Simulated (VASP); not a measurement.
# Ga2O3 (C2/m) in VASP: notebook, part 2 of 2

VASP 6.6.1. Earlier steps stand in the parts before.

## Step 4: Single point, PBE

This run uses another cell than the first one: it holds 20 atoms, not 10.

Contents of INCAR:

```
SYSTEM = Ga2O3
PREC = Accurate
ENCUT = 520
EDIFF = 1E-6
ISMEAR = 0
SIGMA = 0.05
LREAL = Auto
LASPH = .True.
NELM = 80
ALGO = Normal
ISIF = 2
LWAVE = .False.
LCHARG = .False.
GGA = PE
NBANDS = 104
```

Contents of KPOINTS:

```
regular mesh
0
Gamma
  5 9 3
  0 0 0
```

Contents of POSCAR:

```
Ga2O3
1.0
    1.4027234631      0.0000000000     -5.7076941965
    0.0000000000      3.0835130475      0.0000000000
   11.0521376383      0.0000000000      5.7306790727
Ga O
8 12
Direct
    0.2951901132      0.0000000000      0.0899134337
    0.7951901132      0.5000000000      0.5899134337
    0.7048098868      0.0000000000      0.9100865663
    0.2048098868      0.5000000000      0.4100865663
    0.3443028357      0.0000000000      0.6585007299
    0.8443028357      0.5000000000      0.1585007299
    0.6556971643      0.0000000000      0.3414992701
    0.1556971643      0.5000000000      0.8414992701
    0.0542823165      0.0000000000      0.1634883783
    0.5542823165      0.5000000000      0.6634883783
    0.9457176835      0.0000000000      0.8365116217
    0.4457176835      0.5000000000      0.3365116217
    0.6093418792      0.0000000000      0.1737013128
    0.1093418792      0.5000000000      0.6737013128
    0.3906581208      0.0000000000      0.8262986872
    0.8906581208      0.5000000000      0.3262986872
    0.2393382086      0.0000000000      0.4960195696
    0.7393382086      0.5000000000      0.9960195696
    0.7606617914      0.0000000000      0.5039804304
    0.2606617914      0.5000000000      0.0039804304
```

Potentials or basis: VASP PAW PBE potentials, release 64 (Ga_d, O).

On the command line:

```console
$ cat potpaw_PBE.64/Ga_d/POTCAR potpaw_PBE.64/O/POTCAR > POTCAR
$ mpirun -np 1 vasp_std > vasp.out
```

OUTCAR:

```text
SYSTEM = Ga2O3
   PREC = Accurate
   ENCUT = 520
   EDIFF = 1E-6
   ISMEAR = 0
   LREAL = Auto
   LASPH = .True.
   NELM = 80
   ISIF = 2
   GGA = PE

 ion  position               nearest neighbor table
   1  0.295  0.000  0.090-   9 1.86  20 1.86  20 1.86  13 1.90
   2  0.795  0.500  0.590-  10 1.86  19 1.86  19 1.86  14 1.90
   3  0.705  0.000  0.910-  11 1.86  18 1.86  18 1.86  15 1.90
   4  0.205  0.500  0.410-  12 1.86  17 1.86  17 1.86  16 1.90
   5  0.344  0.000  0.659-  10 1.97  10 1.97  17 1.97  15 2.04  14 2.11  14 2.11
   6  0.844  0.500  0.159-   9 1.97   9 1.97  18 1.97  16 2.04  13 2.11  13 2.11
   7  0.656  0.000  0.341-  12 1.97  12 1.97  19 1.97  13 2.04  16 2.11  16 2.11
   8  0.156  0.500  0.841-  11 1.97  11 1.97  20 1.97  14 2.04  15 2.11  15 2.11
   9  0.054  0.000  0.163-   1 1.86   6 1.97   6 1.97
  10  0.554  0.500  0.663-   2 1.86   5 1.97   5 1.97
  11  0.946  0.000  0.837-   3 1.86   8 1.97   8 1.97
  12  0.446  0.500  0.337-   4 1.86   7 1.97   7 1.97
  13  0.609  0.000  0.174-   1 1.90   7 2.04   6 2.11   6 2.11
  14  0.109  0.500  0.674-   2 1.90   8 2.04   5 2.11   5 2.11
  15  0.391  0.000  0.826-   3 1.90   5 2.04   8 2.11   8 2.11
  16  0.891  0.500  0.326-   4 1.90   6 2.04   7 2.11   7 2.11
  17  0.239  0.000  0.496-   4 1.86   4 1.86   5 1.97
  18  0.739  0.500  0.996-   3 1.86   3 1.86   6 1.97
  19  0.761  0.000  0.504-   2 1.86   2 1.86   7 1.97
  20  0.261  0.500  0.004-   1 1.86   1 1.86   8 1.97

  LATTYP: Found a simple monoclinic cell.
 ALAT       =     5.8775340199
 B/A-ratio  =     0.5246270012
 C/A-ratio  =     2.1181528120
 COS(beta)  =    -0.2351413830

  Lattice vectors:

 A1 = (   1.4027234631,   0.0000000000,  -5.7076941965)
 A2 = (   0.0000000000,   3.0835130475,   0.0000000000)
 A3 = (  11.0521376383,   0.0000000000,   5.7306790727)

Analysis of symmetry for initial positions (statically):
=====================================================================
 Subroutine PRICEL returns following result:

  LATTYP: Found a base centered monoclinic cell.
 ALAT       =    12.4548823102
 B/A-ratio  =     0.2475746435
 C/A-ratio  =     0.4719060264
 COS(beta)  =    -0.2368659712

  Lattice vectors:

 A1 = (   6.2274305507,  -1.5417565237,   0.0114924381)
 A2 = (   6.2274305507,   1.5417565237,   0.0114924381)
 A3 = (  -1.4027234631,   0.0000000000,   5.7076941965)

   2 primitive cells build up your supercell.

 Routine SETGRP: Setting up the symmetry group for a
 simple monoclinic supercell.

 Subroutine GETGRP returns: Found  4 space group operations
 (whereof  4 operations were pure point group operations)
 out of a pool of  4 trial point group operations.

The static configuration has the point symmetry C_2h.

Analysis of symmetry for dynamics (positions and initial velocities):
=====================================================================
 Subroutine PRICEL returns following result:

  LATTYP: Found a base centered monoclinic cell.
 ALAT       =    12.4548823102
 B/A-ratio  =     0.2475746435
 C/A-ratio  =     0.4719060264
 COS(beta)  =    -0.2368659712

  Lattice vectors:

 A1 = (   6.2274305507,  -1.5417565237,   0.0114924381)
 A2 = (   6.2274305507,   1.5417565237,   0.0114924381)
 A3 = (  -1.4027234631,   0.0000000000,   5.7076941965)
[... 86 lines left out ...]
  0.000000  0.111111  0.000000      2.000000
  0.200000  0.111111  0.000000      4.000000
  0.400000  0.111111  0.000000      4.000000
[... 16 lines left out ...]
  0.400000  0.111111  0.333333      4.000000
 -0.400000  0.111111  0.333333      4.000000
 [... further k-points ...]
   k-points           NKPTS =     40   k-points in BZ     NKDIM =     40   number of bands    NBANDS=    104
   number of dos      NEDOS =    301   number of ions     NIONS =     20
   total plane-waves  NPLWV = 110592
   dimension x,y,z NGX =    48 NGY =   24 NGZ =   96
   dimension x,y,z NGXF=    96 NGYF=   48 NGZF=  192
   ions per type =               8  12
   NGX,Y,Z   is equivalent  to a cutoff of  13.58, 12.94, 12.82 a.u.
   NGXF,Y,Z  is equivalent  to a cutoff of  27.15, 25.88, 25.64 a.u.
 SYSTEM =  Ga2O3
   PREC   = accura    normal or accurate (medium, high low for compatibility)
   ISTART =      0    job   : 0-new  1-cont  2-samecut
   ICHARG =      2    charge: 1-file 2-atom 10-const
   ISPIN  =      1    spin polarized calculation?
   LNONCOLLINEAR =      F non collinear calculations
   LSORBIT =      F    spin-orbit coupling
   LASPH  =      T    aspherical Exc in radial PAW
   ENCUT  =  520.0 eV  38.22 Ry    6.18 a.u.  10.93  5.73 23.15*2*pi/ulx,y,z
   NELM   =     80;   NELMIN=  2; NELMDL= -5     # of ELM steps
   EDIFF  = 0.1E-05   stopping-criterion for ELM
   LREAL  =      T    real-space projection
   EDIFFG = 0.1E-04   stopping-criterion for IOM
   NSW    =      0    number of steps for IOM
   IBRION =     -1    ionic relax: 0-MD 1-quasi-New 2-CG
   NFREE  =      0    steps in history (QN), initial steepest desc. (CG)
   ISIF   =      2    stress and relaxation
   ISYM   =      2    0-nonsym 1-usesym 2-fastsym
   POTIM  = 0.5000    time-step for ionic-motion
   TEBEG  =    0.0;   TEEND  =   0.0 temperature during run
   PSTRESS=    0.0 pullay stress
   NELECT =     176.0000    total number of electrons
   NUPDOWN=      -1.0000    fix difference up-down
   EMIN   =  10.00;   EMAX   =-10.00  energy-range for DOS
   EFERMI =   0.00;   METHOD = LEGACY
   ISMEAR =     0;   SIGMA  =   0.05  broadening in eV -4-tet -1-fermi 0-gaus
   EFERMI_NEDOS =   21; number of points for ismear=-14 and -15
   IALGO  =     38    algorithm
   IMIX   =      4    mixing-type and parameters
     AMIX     =   0.40;   BMIX     =  1.00
     AMIX_MAG =   1.60;   BMIX_MAG =  1.00
  volume/ion in A,a.u.               =      10.97        74.00
  Fermi-wavevector in a.u.,A,eV,Ry     =   1.521359  2.874951 31.491123  2.314532
  Thomas-Fermi vector in A             =   2.630085
   LORBIT       =      0    0 simple, 1 ext, 2 COOP (PROOUT), +10 PAW based schemes
   GGA     = PE    functional components
   LHFCALC =     F    Hartree Fock is set to
   AEXX    =    0.0000 exact exchange contribution
   IVDW    =     0    specifies the selected vdW correction
   LEPSILON=     F    determine dielectric tensor
   LRPA    =     F    only Hartree local field effects (RPA)
 non-spin polarized calculation
 Gauss-broadening in eV      SIGMA  =   0.05
  energy-cutoff  :      520.00
  volume of cell :      219.30
 maximum number of plane-waves:      5926
 NGX is ok and might be reduce to    48

 number of electron     176.0000043 magnetization

 Free energy of the ion-electron system (eV)
  ---------------------------------------------------
  ext. energy  EPLUGINS =         0.00000000
  ---------------------------------------------------
  free energy    TOTEN  =      -119.36455984 eV

  energy without entropy =     -119.36455984  energy(sigma->0) =     -119.36455984

 E-fermi :   3.6758     XC(G=0): -11.3733

 val. band max:        3.4308669594   @ k =  -0.4000   0.1111   0.3333
 cond. band min:       5.4327536695   @ k =   0.0000   0.0000   0.0000
 fundamental gap:      2.0018867101
 Fermi energy:         3.6757650379

 k-point     1 :       0.0000    0.0000    0.0000
  band No.  band energies     occupation
      1     -15.1872      2.00000
      2     -14.8536      2.00000
      3     -14.7273      2.00000
      4     -14.1295      2.00000
      5     -14.1098      2.00000
      6     -14.0996      2.00000
[... 2461 lines left out ...]
     99      11.4514      0.00000
    100      11.6203      0.00000

 [... further k-points ...]

 [bands above 100 left out]

------------------------ aborting loop because EDIFF is reached ----------------------------------------

  FORCE on cell =-STRESS in cart. coord.  units (eV):
  Direction    XX          YY          ZZ          XY          YZ          ZX
  --------------------------------------------------------------------------------------
  -------------------------------------------------------------------------------------
  Total        0.7933522      0.9779274      0.8360855      0.0000000      0.0000000      0.0290641
  in kB        5.7960792      7.1445506      6.1082806      0.0000000      0.0000000      0.2123367
  external PRESSURE =       6.3496368 kB  Pullay stress =       0.0000000 kB

 VOLUME and BASIS-vectors are now :
 -----------------------------------------------------------------------------
  energy-cutoff  :      520.00
  volume of cell :      219.30
      direct lattice vectors                 reciprocal lattice vectors
     1.402723463  0.000000000 -5.707694197     0.080576719  0.000000000 -0.155399556
     0.000000000  3.083513047  0.000000000     0.000000000  0.324305422  0.000000000
    11.052137638  0.000000000  5.730679073     0.080253538  0.000000000  0.019723117

 POSITION                                       TOTAL-FORCE (eV/Angst)
 -----------------------------------------------------------------------------------
      1.40781      0.00000     -1.16959        -0.000946      0.000000      0.005358
      7.63524      1.54176     -1.15810        -0.000946     -0.000000      0.005358
     11.04706      0.00000      1.19257         0.000946     -0.000000     -0.005358
      4.81962      1.54176      1.18108         0.000946      0.000000     -0.005358
      7.76080      0.00000      1.80848        -0.014241      0.000000     -0.004741
      2.93610      1.54176     -3.91071        -0.014241      0.000000     -0.004741
[... 12 lines left out ...]
      6.63706      0.00000     -1.45347        -0.004353     -0.000000     -0.007444
      0.40963      1.54176     -1.46497        -0.004353      0.000000     -0.007444
 -----------------------------------------------------------------------------------
    total drift:                                0.000000      0.000000     -0.000000

  FREE ENERGIE OF THE ION-ELECTRON SYSTEM (eV)
  ---------------------------------------------------
  free  energy   TOTEN  =      -119.3645598428 eV

  energy  without entropy=     -119.3645598428  energy(sigma->0) =     -119.36455984
```

Wall time 34 min (1 thread of Oxide Virtual Turin-like, shared host); peak memory 0.63 GiB.

Results:

```
Free energy            : -119.3646 eV
Pressure               : 0.6 GPa
Largest force          : 0.027 eV/Å
Band gap on the k mesh : 2.00 eV
```

Forces on the atoms (eV/Å):
```
Ga  -0.001  0.000  0.005
Ga  -0.001  0.000  0.005
Ga   0.001  0.000 -0.005
Ga   0.001  0.000 -0.005
Ga  -0.014  0.000 -0.005
Ga  -0.014  0.000 -0.005
Ga   0.014  0.000  0.005
Ga   0.014  0.000  0.005
O    0.022  0.000 -0.015
O    0.022  0.000 -0.015
O   -0.022  0.000  0.015
O   -0.022  0.000  0.015
O   -0.005  0.000  0.000
O   -0.005  0.000  0.000
O    0.005  0.000  0.000
O    0.005  0.000  0.000
O    0.004  0.000  0.007
O    0.004  0.000  0.007
O   -0.004  0.000 -0.007
O   -0.004  0.000 -0.007
```

Levels at points of the mesh, in eV from the valence-band top:
| k point | band 85 | band 86 | band 87 | band 88 | band 89 | band 90 | band 91 | band 92 |
| --- | --- | --- | --- | --- | --- | --- | --- | --- |
| (0.00, 0.00, 0.00) | -0.41 | -0.28 | -0.13 | -0.02 | 2.00 | 4.18 | 4.41 | 5.36 |

Caveat: an odd mesh through Γ misses points on the zone boundary, where band edges can lie.

## Step 5: Overview

```csv
cell,k mesh,smearing,gap on the mesh (eV),pressure (GPa),largest force (eV/Å)
"a = 6.415, b = 6.415, c = 5.878 Å, angles 103.3, 103.3, 27.8°, 10 atoms, atomic positions A",10 × 10 × 6,gaussian 0.02 eV,1.99,0.6,0.03
"a = 6.238, b = 6.238, c = 5.786 Å, angles 103.3, 103.3, 28.1°, 10 atoms, atomic positions B",10 × 10 × 6,gaussian 0.02 eV,2.47,11.4,0.03
"a = 5.878, b = 3.084, c = 12.450 Å, angles 90.0, 103.6, 90.0°, 20 atoms, atomic positions C",5 × 9 × 3,gaussian 0.05 eV,2.00,0.6,0.03
```

Alike in all rows: task single point; level PBE; potentials or basis VASP PAW PBE potentials, release 64 (Ga_d, O); no spin polarisation; cutoff (eV) 520.

Caveats: the cell stands under pressure (at least some runs); an odd mesh through Γ misses points on the zone boundary, where band edges can lie (at least some runs).

Total energies depend on the potentials used, so only differences within one code and one set of settings carry meaning.
